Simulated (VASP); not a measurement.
Set up this calculation in VASP 6.6.1, as the native input.

| Quantity | Value |
| --- | --- |
| Task | single point |
| Functional | PBEsol |
| Potentials or basis | VASP PAW PBE potentials, release 64 (Na_pv, S) |
| Cutoff | 500 eV |
| k mesh | 8 × 8 × 8 |
| Occupations | gaussian, width 0.02 eV |
| Spin | no spin polarisation |
| Dipole correction | no |
| Further INCAR settings | ALGO = Normal; EDIFF = 1e-06; NBANDS = 17 |

The structure of Na2S lies in POSCAR:

```
Na2S
1.0
    0.0000000000      3.2177801741      3.2177801741
    3.2177801741      0.0000000000      3.2177801741
    3.2177801741      3.2177801741      0.0000000000
Na S
2 1
Direct
    0.2500000000      0.2500000000      0.2500000000
    0.7500000000      0.7500000000      0.7500000000
    0.0000000000      0.0000000000      0.0000000000
```

The input as run:

INCAR

```
ALGO     = Normal         # electronic algorithm
EDIFF    = 1E-6           # SCF threshold, eV
ENCUT    = 500            # plane-wave cutoff, eV
GGA      = PS             # functional
GGA_COMPAT= False        
ISIF     = 2              # what is computed and relaxed
ISMEAR   = 0              # smearing method
LASPH    = True           # aspherical terms in the spheres
LCHARG   = False          # write CHGCAR
LREAL    = False          # projectors in reciprocal space
LWAVE    = False          # write WAVECAR
NBANDS   = 17             # bands
NELM     = 120            # most SCF steps
PREC     = Accurate       # precision mode
SIGMA    = 0.02           # smearing width, eV
```

KPOINTS

```
k-points
0
Gamma
  8 8 8
```

Potentials or basis: VASP PAW PBE potentials, release 64 (Na_pv, S).

Command:

```console
$ cat potpaw_PBE.64/Na_pv/POTCAR potpaw_PBE.64/S/POTCAR > POTCAR
$ mpirun -np 1 vasp_std > vasp.out
```

It gave:

The pressure is 1.0 GPa and the band gap on the k mesh is 2.52 eV.

Caveat: the PAW data sets were made with another functional, which shifts forces and pressure a little.

It took 93 s on 1 thread of AMD EPYC 7R13, with other jobs on the host, peak memory 0.17 GiB.
